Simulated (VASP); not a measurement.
A run of VASP 6.6.1 is set up as follows.

File INCAR:

```
  ALGO = Fast
  DIPOL = 0.5 0.5 0.299
  EDIFF = 1E-7
  ENCUT = 520
  GGA = PE
  IDIPOL = 3
  ISIF = 2
  ISMEAR = 0
  LASPH = True
  LCHARG = True
  LDIPOL = True
  LELF = True
  LREAL = False
  LVACPOTAV = True
  LVHAR = True
  LWAVE = False
  NBANDS = 80
  NELM = 80
  PREC = Accurate
  SIGMA = 0.1
```

The input KPOINTS:

```
k-points
0
Gamma
  5 5 1
```

POSCAR

```
Cu6H
1.0
    5.1332392722      0.0000000000      0.0000000000
    0.0000000000      5.1332392722      0.0000000000
    0.0000000000      0.0000000000     21.5289058579
Cu H
12 2
Direct
    0.2500000000      0.2500000000      0.1857967157
    0.2500000000      0.7500000000      0.1857967157
    0.7500000000      0.2500000000      0.1857967157
    0.7500000000      0.7500000000      0.1857967157
    0.0000000000      0.0000000000      0.2677566944
    0.0000000000      0.5000000000      0.2677566944
    0.5000000000      0.0000000000      0.2677566944
    0.5000000000      0.5000000000      0.2677566944
    0.2500000000      0.2500000000      0.3497114952
    0.2500000000      0.7500000000      0.3497114952
    0.7500000000      0.2500000000      0.3497114952
    0.7500000000      0.7500000000      0.3497114952
    0.1769467133      1.0000000000      0.4890590320
    0.3230532867      1.0000000000      0.4890590320
```

Potentials or basis: VASP PAW PBE potentials, release 64 (Cu, H).

Run with:

```sh
$ cat potpaw_PBE.64/Cu/POTCAR potpaw_PBE.64/H/POTCAR > POTCAR
$ mpirun -np 1 vasp_std > vasp.out
```

Question: What does it give for the band gap on the k mesh?

Answer: Zero (bands 67 and 68 overlap by 1.15 eV).

Question: Estimate the work function of the upper face.

Answer: 4.39 eV.

Forces on the atoms (eV/Å):
```
Cu   0.000  0.000 -0.040
Cu   0.000  0.000 -0.040
Cu   0.000  0.000 -0.036
Cu   0.000  0.000 -0.036
Cu   0.004  0.000  0.002
Cu   0.003  0.000  0.004
Cu  -0.004  0.000  0.002
Cu  -0.003  0.000  0.004
Cu   0.000  0.009  0.017
Cu   0.000 -0.009  0.017
Cu   0.000  0.004  0.016
Cu   0.000 -0.004  0.016
H   -0.030  0.000  0.037
H    0.030  0.000  0.037
```
